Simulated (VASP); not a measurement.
Write the native input for VASP 6.6.1 that does the following.

- Task: single point
- Functional: PBEsol
- Potentials or basis: VASP PAW PBE potentials, release 64 (Ga_d)
- Cutoff: 400 eV
- k mesh: 8 × 8 × 7
- Occupations: fermi-dirac, width 0.05 eV
- Spin: no spin polarisation
- Dipole correction: no
- Further INCAR settings: ALGO = Normal; EDIFF = 1e-06; NBANDS = 20

The structure of Ga lies in POSCAR:

```
Ga
1.0
    1.4500000000     -4.0650000000      0.0000000000
    1.4500000000      4.0650000000      0.0000000000
    0.0000000000      0.0000000000      3.1700000000
Ga
2
Direct
    0.8639095941      0.1360904059      0.2500000000
    0.1360904059      0.8639095941      0.7500000000
```

One way to write it, as run:

INCAR

```
SYSTEM = Ga
PREC     = Accurate       ! precision mode
ENCUT    = 400            ! plane-wave cutoff, eV
EDIFF    = 1E-6           ! SCF threshold, eV
ISMEAR   = -1             ! smearing method
SIGMA    = 0.05           ! smearing width, eV
LREAL    = .False.        ! projectors in reciprocal space
LASPH    = .True.         ! aspherical terms in the spheres
NELM     = 120            ! most SCF steps
ALGO     = Normal         ! electronic algorithm
ISIF     = 2              ! what is computed and relaxed
LWAVE    = .False.        ! write WAVECAR
LCHARG   = .False.        ! write CHGCAR
GGA      = PS             ! functional
NBANDS   = 20             ! bands
GGA_COMPAT= .False.
```

KPOINTS

```
regular mesh
0
Gamma
  8 8 7
  0 0 0
```

Potentials or basis: VASP PAW PBE potentials, release 64 (Ga_d).

Launch:

```bash
$ cat potpaw_PBE.64/Ga_d/POTCAR > POTCAR
$ mpirun -np 1 vasp_std > vasp.out
```

It gave:

```json
{"Pressure": "-2.5 GPa", "Band gap on the k mesh": "zero (band 13 reaches 10.44 eV, above the bottom of band 14 at 2.33 eV)"}
```

Caveat: the PAW data sets were made with another functional, which shifts forces and pressure a little.

Wall time 15 s on 1 thread of Intel(R) Xeon(R) 6975P-C (Granite Rapids), with other jobs on the host, peak memory 0.17 GiB.
